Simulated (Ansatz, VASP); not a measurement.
# PF2 in VASP and in Ansatz

```
CELL_PARAMETERS angstrom
0.00000 3.19312 3.19312
3.19312 0.00000 3.19312
3.19312 3.19312 0.00000
ATOMIC_POSITIONS crystal
P 0.00000 0.00000 0.00000
P 0.25000 0.25000 0.25000
F 0.62500 0.62500 0.62500
F 0.12500 0.62500 0.62500
F 0.62500 0.62500 0.12500
F 0.62500 0.12500 0.62500
```

Change from the starting cell: species swapped into the YbNi2 type (Fd-3m, No. 227).

Alike in both runs: functional PBE; dispersion D3(BJ); k mesh 10 × 10 × 10; occupations gaussian, width 0.1 eV; collinear spin.

Ansatz relaxed the structure, and its values are those at the end. VASP's run is a single point on that final structure, the one shown.

|  | VASP | Ansatz |
| --- | --- | --- |
| version | VASP 6.6.1 | Ansatz 0.2.0 |
| potentials or method | VASP PAW PBE potentials, release 64 (P, F), cutoff 520 eV | scalar-relativistic, plane waves, PAW |
| valence electrons in the cell | 38 | 38 |

|  | VASP | Ansatz | Ansatz less VASP |
| --- | --- | --- | --- |
| gap on the k mesh at the Fermi level (eV) | none | none | - |
| pressure (GPa) | -0.4 | 0.0 | +0.37 |
| net moment per atom (μB) | 0.19 | 0.18 | -0.003 |
| size of the moment on the site where the two differ most (μB) | 0.26 | 0.27 | +0.013 |

Site moments also hang on the region over which each program counts them. A gap of «none» marks a metal or a gap that the smearing closes.
